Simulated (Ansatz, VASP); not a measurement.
**One calculation of Au, two programs**

```
Au
1.0
     0.00000    2.06219    2.06219
     2.06219    0.00000    2.06219
     2.06219    2.06219    0.00000
Au
1
Direct
  0.00000 0.00000 0.00000
```

Alike in both runs: functional r2SCAN; k mesh 18 × 18 × 18; occupations gaussian, width 0.1 eV; no spin polarisation.

Ansatz relaxed the structure, and its values are those at the end. VASP's run is a single point on that final structure, the one shown.

|  | VASP | Ansatz |
| --- | --- | --- |
| version | VASP 6.6.1 | Ansatz 0.2.0 |
| potentials or method | VASP PAW PBE potentials, release 64 (Au), cutoff 520 eV | scalar-relativistic, plane waves, PAW |
| valence electrons in the cell | 11 | 19 |

Ansatz gave:

```
gap on the k mesh at the Fermi level (eV) : none
pressure (GPa)                            : 0.0
```

Problem. Which values does VASP return?

Solution. gap on the k mesh at the Fermi level (eV): none; pressure (GPa): 0.2.

VASP's potentials were made for PBE, not for r2SCAN. A gap of «none» marks a metal or a gap that the smearing closes. VASP's potentials hold 11 valence electrons a cell and Ansatz's 19, so a difference there can come from the potentials and not from the codes.

Neither program's run includes spin-orbit coupling.
